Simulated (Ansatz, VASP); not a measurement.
## Two plane-wave programs on In

```
In
1.0
    -1.83249    1.83249    1.83249
     1.83249   -1.83249    1.83249
     1.83249    1.83249   -1.83249
In
1
Direct
  0.00000 0.00000 0.00000
```

Alike in both runs: task relaxation of cell and atoms; functional LDA; k mesh 15 × 15 × 15; occupations fermi-dirac, width 0.05 eV; no spin polarisation.

|  | VASP | Ansatz |
| --- | --- | --- |
| version | VASP 6.6.1 | Ansatz 0.2.0 |
| potentials or method | VASP PAW LDA potentials, release 64 (In_d) | PAW with Ansatz's default frozen-core files, scalar-relativistic |
| plane-wave cutoff (eV) | 600 | 420 |
| valence electrons in the cell | 13 | 13 |

Ansatz gave:

```
relaxed volume (Å³/atom)                                        : 24.80
relaxed length of the cell vector where the two differ most in proportion (Å) : 3.182
```

Problem. Estimate VASP's values.

Solution. Relaxed volume (Å³/atom): 24.86; relaxed length of the cell vector where the two differ most in proportion (Å): 3.184.

LDA's correlation is that of Perdew and Zunger in VASP and of Perdew and Wang (1992) in Ansatz.
